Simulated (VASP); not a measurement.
# Cs2Bi (a cell with a defect) in VASP: notebook

Runs on Cs2Bi (a cell with a defect). Level: PBEsol. Tasks: single point.

All numbers are computed with VASP 6.6.1; they aren't measurements. Logs are shortened: lines on timing, memory, paths and dates and some standing lists are left out, and cuts for length are marked.

## Step 1: The cell of the first run

The cell holds a defect, 9 atoms: a = 7.198 Å, b = 7.198 Å, c = 10.125 Å, α = 79.44°, β = 79.44°, γ = 91.36°.

## Step 2: Single point, PBEsol

Input file INCAR:

```
SYSTEM = Cs2Bi
ALGO = Normal ; EDIFF = 1E-6
ENCUT = 520 ; GGA = PS
ISIF = 2 ; ISMEAR = -1
LASPH = .True. ; LCHARG = .False.
LREAL = .False. ; LWAVE = .False.
NBANDS = 60 ; NELM = 100
PREC = Accurate ; SIGMA = 0.05
```

Input file KPOINTS:

```
k-points
0
Gamma
  2 2 2
  0 0 0
```

Input file POSCAR:

```
Cs2Bi
1.0
    5.0289594100      5.1500676100      0.0000000000
    5.0289594100     -5.1500676100      0.0000000000
    2.6563165200      0.0000000000     -9.7701234300
Bi Cs
3 6
Direct
    0.8776175710      0.3153125258      0.8295035429
    0.6944655472      0.1089435253      0.6514545129
    0.1320099484      0.7034271070      0.1809298534
    0.7484862974      0.6551482995      0.5137450961
    0.3411525543      0.2519985791      0.9672141880
    0.2286362693      0.3137802001      0.4829923628
    0.6640633636      0.7601094813      0.0173038756
    0.1570274091      0.8333571709      0.7808505240
    0.8553650248      0.1908619038      0.2328932706
```

Potentials or basis: VASP PAW PBE potentials, release 64 (Bi_d, Cs_sv).

Started as:

```console
cat potpaw_PBE.64/Bi_d/POTCAR potpaw_PBE.64/Cs_sv/POTCAR > POTCAR
mpirun -np 1 vasp_std > vasp.out
```

OUTCAR:

```text
SYSTEM = Cs2Bi
   EDIFF = 1E-6
   ENCUT = 520
   GGA = PS
   ISIF = 2
   ISMEAR = -1
   LASPH = .True.
   LREAL = .False.
   NELM = 100
   PREC = Accurate

 ion  position               nearest neighbor table
   1  0.878  0.315  0.830-   2 2.99
   2  0.694  0.109  0.651-   1 2.99
   3  0.132  0.703  0.181-
   4  0.748  0.655  0.514-
   5  0.341  0.252  0.967-
   6  0.229  0.314  0.483-
   7  0.664  0.760  0.017-
   8  0.157  0.833  0.781-
   9  0.855  0.191  0.233-

  LATTYP: Found a base centered monoclinic cell.
 ALAT       =    10.0579188200
 B/A-ratio  =     1.0240821590
 C/A-ratio  =     1.0066483977
 COS(beta)  =    -0.2623577457

  Lattice vectors:

 A1 = (  -5.0289594100,  -5.1500676100,   0.0000000000)
 A2 = (  -5.0289594100,   5.1500676100,   0.0000000000)
 A3 = (   2.6563165200,   0.0000000000,  -9.7701234300)

Analysis of symmetry for initial positions (statically):
=====================================================================
 Subroutine PRICEL returns:
 Original cell was already a primitive cell.

 Routine SETGRP: Setting up the symmetry group for a
 base centered monoclinic supercell.

 Subroutine GETGRP returns: Found  1 space group operations
 (whereof  1 operations were pure point group operations)
 out of a pool of  4 trial point group operations.

The static configuration has the point symmetry C_1 .

Analysis of symmetry for dynamics (positions and initial velocities):
=====================================================================
 Subroutine PRICEL returns:
 Original cell was already a primitive cell.

 Routine SETGRP: Setting up the symmetry group for a
 base centered monoclinic supercell.

 Subroutine GETGRP returns: Found  1 space group operations
 (whereof  1 operations were pure point group operations)
 out of a pool of  4 trial point group operations.

The dynamic configuration has the point symmetry C_1 .

 Subroutine INISYM returns: Found  1 space group operations
 (whereof  1 operations are pure point group operations),
 and found     1 'primitive' translations

----------------------------------------------------------------------------------------

                                     Primitive cell

  volume of cell :     506.0823

  direct lattice vectors                    reciprocal lattice vectors
     5.028959410  5.150067610  0.000000000     0.099424147  0.097086104  0.027031593
     5.028959410 -5.150067610  0.000000000     0.099424147 -0.097086104  0.027031593
     2.656316520  0.000000000 -9.770123430     0.000000000  0.000000000 -0.102352852

  length of vectors
     7.198168457  7.198168457 10.124787864     0.141568286  0.141568286  0.102352852

  position of ions in fractional coordinates (direct lattice)
     0.877617571  0.315312526  0.829503543
     0.694465547  0.108943525  0.651454513
     0.132009948  0.703427107  0.180929853
     0.748486297  0.655148299  0.513745096
     0.341152554  0.251998579  0.967214188
     0.228636269  0.313780200  0.482992363
     0.664063364  0.760109481  0.017303876
     0.157027409  0.833357171  0.780850524
     0.855365025  0.190861904  0.232893271

  ion indices of the primitive-cell ions
   primitive index   ion index
                 1           1
                 2           2
                 3           3
                 4           4
                 5           5
                 6           6
                 7           7
                 8           8
                 9           9

----------------------------------------------------------------------------------------

 KPOINTS: k-points

Automatic generation of k-mesh.
 Grid dimensions read from file:
 generate k-points for:    2    2    2

 Generating k-lattice:

  Cartesian coordinates                     Fractional coordinates (reciprocal lattice)
     0.049712074  0.048543052  0.013515797     0.500000000  0.000000000 -0.000000000
     0.049712074 -0.048543052  0.013515797     0.000000000  0.500000000 -0.000000000
     0.000000000  0.000000000 -0.051176426     0.000000000  0.000000000  0.500000000

  Length of vectors
     0.070784143  0.070784143  0.051176426

  Shift w.r.t. Gamma in fractional coordinates (k-lattice)
     0.000000000  0.000000000  0.000000000

 Subroutine IBZKPT returns following result:
 ===========================================

 Found      8 irreducible k-points:

 Following reciprocal coordinates:
            Coordinates               Weight
  0.000000  0.000000  0.000000      1.000000
  0.500000  0.000000 -0.000000      1.000000
  0.000000  0.500000 -0.000000      1.000000
  0.500000  0.500000 -0.000000      1.000000
  0.000000  0.000000  0.500000      1.000000
  0.500000  0.000000  0.500000      1.000000
  0.000000  0.500000  0.500000      1.000000
  0.500000  0.500000  0.500000      1.000000
   k-points           NKPTS =      8   k-points in BZ     NKDIM =      8   number of bands    NBANDS=     60
   number of dos      NEDOS =    301   number of ions     NIONS =      9
   total plane-waves  NPLWV = 233280
   dimension x,y,z NGX =    54 NGY =   54 NGZ =   80
   dimension x,y,z NGXF=   108 NGYF=  108 NGZF=  160
   ions per type =               3   6
   NGX,Y,Z   is equivalent  to a cutoff of  12.47, 12.47, 13.14 a.u.
   NGXF,Y,Z  is equivalent  to a cutoff of  24.94, 24.94, 26.27 a.u.
 SYSTEM =  Cs2Bi
   PREC   = accura    normal or accurate (medium, high low for compatibility)
   ISTART =      0    job   : 0-new  1-cont  2-samecut
   ICHARG =      2    charge: 1-file 2-atom 10-const
   ISPIN  =      1    spin polarized calculation?
   LNONCOLLINEAR =      F non collinear calculations
   LSORBIT =      F    spin-orbit coupling
   LASPH  =      T    aspherical Exc in radial PAW
   ENCUT  =  520.0 eV  38.22 Ry    6.18 a.u.  13.38 13.38 18.83*2*pi/ulx,y,z
   NELM   =    100;   NELMIN=  2; NELMDL= -5     # of ELM steps
   EDIFF  = 0.1E-05   stopping-criterion for ELM
   LREAL  =      F    real-space projection
   EDIFFG = 0.1E-04   stopping-criterion for IOM
   NSW    =      0    number of steps for IOM
   IBRION =     -1    ionic relax: 0-MD 1-quasi-New 2-CG
   NFREE  =      0    steps in history (QN), initial steepest desc. (CG)
   ISIF   =      2    stress and relaxation
   ISYM   =      2    0-nonsym 1-usesym 2-fastsym
   POTIM  = 0.5000    time-step for ionic-motion
   TEBEG  =    0.0;   TEEND  =   0.0 temperature during run
   PSTRESS=    0.0 pullay stress
   NELECT =      99.0000    total number of electrons
   NUPDOWN=      -1.0000    fix difference up-down
   EMIN   =  10.00;   EMAX   =-10.00  energy-range for DOS
[... 5 lines left out ...]
     AMIX     =   0.40;   BMIX     =  1.00
     AMIX_MAG =   1.60;   BMIX_MAG =  1.00
  volume/ion in A,a.u.               =      56.23       379.47
  Fermi-wavevector in a.u.,A,eV,Ry     =   0.950341  1.795884 12.288078  0.903148
  Thomas-Fermi vector in A             =   2.078709
   LORBIT       =      0    0 simple, 1 ext, 2 COOP (PROOUT), +10 PAW based schemes
   GGA     = PS    functional components
   LHFCALC =     F    Hartree Fock is set to
   AEXX    =    0.0000 exact exchange contribution
   IVDW    =     0    specifies the selected vdW correction
   LEPSILON=     F    determine dielectric tensor
   LRPA    =     F    only Hartree local field effects (RPA)
 non-spin polarized calculation
  energy-cutoff  :      520.00
  volume of cell :      506.08
 maximum number of plane-waves:     13694
 NGX is ok and might be reduce to    54
   NGX = 27   NGY = 27   NGZ = 37

 number of electron      98.9999989 magnetization

 Free energy of the ion-electron system (eV)
  ---------------------------------------------------
  ext. energy  EPLUGINS =         0.00000000
  ---------------------------------------------------
  free energy    TOTEN  =       -21.63613467 eV

  energy without entropy =      -21.53393835  energy(sigma->0) =      -21.58503651

 E-fermi :   1.9730     XC(G=0):  -7.4930

 val. band max:        1.9724735449   @ k =   0.0000   0.5000  -0.0000
 cond. band min:       2.4206068388   @ k =   0.0000   0.0000   0.0000
 fundamental gap:      0.4481332938
 Fermi energy:         1.9729855130

 k-point     1 :       0.0000    0.0000    0.0000
  band No.  band energies     occupation
      1     -20.8222      2.00000
      2     -20.7645      2.00000
      3     -20.7057      2.00000
      4     -20.5486      2.00000
      5     -20.5177      2.00000
      6     -20.4354      2.00000
[... 52 lines left out ...]
     59       4.9461      0.00000
     60       5.0758      0.00000

 k-point     2 :       0.5000    0.0000   -0.0000
  band No.  band energies     occupation
      1     -20.8184      2.00000
      2     -20.7656      2.00000
      3     -20.7035      2.00000
      4     -20.5502      2.00000
      5     -20.5216      2.00000
      6     -20.4341      2.00000
[... 52 lines left out ...]
     59       4.7014      0.00000
     60       5.0294      0.00000

 k-point     3 :       0.0000    0.5000   -0.0000
  band No.  band energies     occupation
      1     -20.8200      2.00000
      2     -20.7638      2.00000
      3     -20.7059      2.00000
      4     -20.5479      2.00000
      5     -20.5172      2.00000
      6     -20.4387      2.00000
[... 52 lines left out ...]
     59       4.9269      0.00000
     60       4.9601      0.00000

 k-point     4 :       0.5000    0.5000   -0.0000
  band No.  band energies     occupation
      1     -20.8172      2.00000
      2     -20.7646      2.00000
      3     -20.7035      2.00000
      4     -20.5496      2.00000
      5     -20.5175      2.00000
      6     -20.4401      2.00000
[... 52 lines left out ...]
     59       4.9287      0.00000
     60       4.9801      0.00000

 k-point     5 :       0.0000    0.0000    0.5000
  band No.  band energies     occupation
      1     -20.8211      2.00000
      2     -20.7663      2.00000
      3     -20.7051      2.00000
      4     -20.5487      2.00000
      5     -20.5177      2.00000
      6     -20.4354      2.00000
[... 52 lines left out ...]
     59       4.8013      0.00000
     60       4.8822      0.00000

 k-point     6 :       0.5000    0.0000    0.5000
  band No.  band energies     occupation
      1     -20.8178      2.00000
      2     -20.7665      2.00000
      3     -20.7031      2.00000
      4     -20.5500      2.00000
      5     -20.5217      2.00000
      6     -20.4341      2.00000
[... 52 lines left out ...]
     59       4.8783      0.00000
     60       4.9088      0.00000

 k-point     7 :       0.0000    0.5000    0.5000
  band No.  band energies     occupation
      1     -20.8195      2.00000
      2     -20.7647      2.00000
      3     -20.7054      2.00000
      4     -20.5479      2.00000
      5     -20.5173      2.00000
      6     -20.4387      2.00000
[... 52 lines left out ...]
     59       4.9095      0.00000
     60       4.9299      0.00000

 k-point     8 :       0.5000    0.5000    0.5000
  band No.  band energies     occupation
      1     -20.8169      2.00000
      2     -20.7651      2.00000
      3     -20.7033      2.00000
      4     -20.5496      2.00000
      5     -20.5175      2.00000
      6     -20.4402      2.00000
[... 52 lines left out ...]
     59       4.9174      0.00000
     60       4.9411      0.00000

------------------------ aborting loop because EDIFF is reached ----------------------------------------

  FORCE on cell =-STRESS in cart. coord.  units (eV):
  Direction    XX          YY          ZZ          XY          YZ          ZX
  --------------------------------------------------------------------------------------
  -------------------------------------------------------------------------------------
  Total       -0.9314560     -1.1516307     -1.0419597      0.6279011      0.2072868      0.1667270
  in kB       -2.9488442     -3.6458828     -3.2986817      1.9878369      0.6562376      0.5278317
  external PRESSURE =      -3.2978029 kB  Pullay stress =       0.0000000 kB

 VOLUME and BASIS-vectors are now :
 -----------------------------------------------------------------------------
  energy-cutoff  :      520.00
  volume of cell :      506.08
      direct lattice vectors                 reciprocal lattice vectors
     5.028959410  5.150067610  0.000000000     0.099424147  0.097086104  0.027031593
     5.028959410 -5.150067610  0.000000000     0.099424147 -0.097086104  0.027031593
     2.656316520  0.000000000 -9.770123430     0.000000000  0.000000000 -0.102352852

 POSITION                                       TOTAL-FORCE (eV/Angst)
 -----------------------------------------------------------------------------------
      8.20262      2.89591     -8.10435         0.000321     -0.000780      0.000368
      5.77078      3.01548     -6.36479         0.000690     -0.000857     -0.002292
      4.68199     -2.94284     -1.76771         0.004190      0.000423     -0.002169
      8.42349      0.48070     -5.01935        -0.003841     -0.002541      0.003774
      5.55216      0.45915     -9.44980         0.001902     -0.000669     -0.003416
      4.01077     -0.43850     -4.71890         0.001179      0.003524      0.003554
      7.20807     -0.49464     -0.16906        -0.003091      0.000945     -0.002961
      7.05479     -3.48314     -7.62901        -0.000038      0.003048      0.003869
      5.88007      3.42224     -2.27540        -0.001313     -0.003093     -0.000726
 -----------------------------------------------------------------------------------
    total drift:                               -0.000311      0.000938     -0.000090

  FREE ENERGIE OF THE ION-ELECTRON SYSTEM (eV)
  ---------------------------------------------------
  free  energy   TOTEN  =       -21.6361346709 eV

  energy  without entropy=      -21.5339383459  energy(sigma->0) =      -21.58503651
```

Wall time 5.1 min (1 thread of Intel Xeon Platinum 8488C (Sapphire Rapids), shared host); peak memory 0.58 GiB.

What came out:

```yaml
Free_energy: -21.6361 eV
Pressure: -0.3 GPa
Largest_force: 0.006 eV/Å
```

Forces in eV/Å, atoms in the order of the input:
```
Bi   0.000 -0.001  0.000
Bi   0.001 -0.001 -0.002
Bi   0.004  0.000 -0.002
Cs  -0.004 -0.003  0.004
Cs   0.002 -0.001 -0.003
Cs   0.001  0.004  0.004
Cs  -0.003  0.001 -0.003
Cs   0.000  0.003  0.004
Cs  -0.001 -0.003 -0.001
```

Levels at points of the mesh, in eV from the Fermi level:
```
           k point  band 47  band 48  band 49  band 50  band 51  band 52  band 53  band 54
(0.00, 0.00, 0.00)    -0.38    -0.28    -0.21    -0.06     0.45     1.36     1.69     1.93
(0.50, 0.00, 0.00)    -0.37    -0.29    -0.21    -0.03     1.03     1.76     1.90     2.08
(0.00, 0.50, 0.00)    -0.38    -0.26    -0.04     0.00     1.08     1.46     1.78     2.00
(0.50, 0.50, 0.00)    -0.38    -0.25    -0.15    -0.05     1.28     1.68     1.78     1.83
(0.00, 0.00, 0.50)    -0.28    -0.22    -0.19    -0.06     0.79     1.40     1.69     2.15
(0.50, 0.00, 0.50)    -0.40    -0.23    -0.10     0.00     1.18     1.65     1.81     2.00
(0.00, 0.50, 0.50)    -0.37    -0.11    -0.05    -0.01     1.19     1.53     1.69     1.85
(0.50, 0.50, 0.50)    -0.41    -0.18    -0.11    -0.02     0.98     1.54     1.78     2.00
```

Caveat: the k points lie up to 0.44 Å⁻¹ apart; the PAW data sets were made with another functional, which shifts forces and pressure a little; spin-orbit coupling is left out, which moves the levels of the heavy elements.

## Step 3: Single point, PBEsol

Input file INCAR:

```
SYSTEM = Cs2Bi
PREC = Accurate
ENCUT = 520
EDIFF = 1E-7
ISMEAR = -1
SIGMA = 0.05
LREAL = .FALSE.
LASPH = .TRUE.
NELM = 100
ALGO = Normal
ISIF = 2
LWAVE = .FALSE.
LCHARG = .FALSE.
GGA = PS
NBANDS = 60
```

Input file KPOINTS:

```
regular mesh
0
G
  2 2 2
  0 0 0
```

Input file POSCAR:

```
Cs2Bi
1.0
    5.0289594100      5.1500676100      0.0000000000
    5.0289594100     -5.1500676100      0.0000000000
    2.6563165200      0.0000000000     -9.7701234300
Bi Cs
3 6
Direct
    0.8881244947      0.3111565353      0.8301685294
    0.6901285890      0.1075519653      0.6587783712
    0.1656949459      0.7577739691      0.2104400231
    0.7367216036      0.6519188335      0.5166031971
    0.3466710219      0.2597898324      0.9751635246
    0.2280708935      0.3053768689      0.4731683313
    0.6859402441      0.7639479579      0.0262638442
    0.1640849218      0.8343332101      0.7696551690
    0.8399473401      0.1890054004      0.2406379015
```

Potentials or basis: VASP PAW PBE potentials, release 64 (Bi_d, Cs_sv).

Started as:

```console
cat potpaw_PBE.64/Bi_d/POTCAR potpaw_PBE.64/Cs_sv/POTCAR > POTCAR
mpirun -np 1 vasp_std > vasp.out
```

Run time: 5 min. Hardware: 1 thread of Intel Xeon Platinum 8488C (Sapphire Rapids), shared host; peak memory 0.61 GiB.

It converged, with:

* Free energy: -21.5852 eV
* Pressure: -0.5 GPa
* Largest force: 0.102 eV/Å

Forces on the atoms (eV/Å):
```
Bi   0.004 -0.008  0.017
Bi   0.012  0.007 -0.017
Bi  -0.091  0.002  0.047
Cs   0.018  0.000 -0.014
Cs   0.010 -0.003  0.015
Cs   0.001  0.001 -0.024
Cs   0.001 -0.005  0.017
Cs   0.013  0.009 -0.055
Cs   0.032 -0.002  0.014
```

Stress tensor (GPa, compression positive):
```
-0.55  0.14  0.24
 0.14 -0.45  0.07
 0.24  0.07 -0.55
```

Levels at points of the mesh, in eV from the Fermi level:
```
           k point  band 48  band 49  band 50  band 51  band 52  band 53
(0.00, 0.00, 0.00)    -0.22    -0.20    -0.11     0.44     1.32     1.69
(0.50, 0.00, 0.00)    -0.27    -0.24     0.00     1.06     1.85     1.91
(0.00, 0.50, 0.00)    -0.26    -0.13    -0.01     1.07     1.68     1.82
(0.50, 0.50, 0.00)    -0.23    -0.19     0.01     1.32     1.63     1.76
(0.00, 0.00, 0.50)    -0.23    -0.20    -0.08     0.80     1.55     1.70
(0.50, 0.00, 0.50)    -0.22    -0.13     0.00     1.10     1.79     1.91
(0.00, 0.50, 0.50)    -0.13    -0.09     0.00     1.12     1.65     1.88
(0.50, 0.50, 0.50)    -0.17    -0.04    -0.01     0.93     1.43     1.82
```

Caveat: the k points lie up to 0.44 Å⁻¹ apart; the PAW data sets were made with another functional, which shifts forces and pressure a little; spin-orbit coupling is left out, which moves the levels of the heavy elements.

[end of part 1 of 2]
